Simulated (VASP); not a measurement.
Input of a VASP 6.6.1 run:

Contents of INCAR:

```
SYSTEM = MoS2
PREC = Accurate ; ENCUT = 520
EDIFF = 1E-6 ; ISMEAR = 1
SIGMA = 0.1 ; LREAL = .FALSE.
LASPH = .TRUE. ; NELM = 80
ALGO = Normal ; ISIF = 2
LWAVE = .FALSE. ; LCHARG = .FALSE.
GGA = PS ; NBANDS = 20
```

Contents of KPOINTS:

```
Automatic mesh
0
G
  15 15 7
  0 0 0
```

Contents of POSCAR:

```
MoS2
1.0
    3.1382914345      0.0000000000      0.0000000000
   -1.5691457172      2.7178401067      0.0000000000
    0.0000000000      0.0000000000      6.1483835487
Mo S
1 2
Direct
    0.0000000000      0.0000000000      0.5000000000
    0.3333333333      0.6666666667      0.2417104666
    0.6666666667      0.3333333333      0.7582895334
```

Potentials or basis: VASP PAW PBE potentials, release 64 (Mo_sv, S).

Launch:

```bash
$ cat potpaw_PBE.64/Mo_sv/POTCAR potpaw_PBE.64/S/POTCAR > POTCAR
$ mpirun -np 1 vasp_std > vasp.out
```

(1) What does it give for the largest force?

(2) Estimate the band gap on the k mesh.

(3) Predict the pressure.

Answers

(1) 0.006 eV/Å.

(2) zero (bands 13 and 14 overlap by 0.97 eV).

(3) 0.0 GPa.

Caveat: the PAW data sets were made with another functional, which shifts forces and pressure a little; this functional lacks dispersion, which binds the layers, so the pressure and a relaxed spacing across them are unreliable.
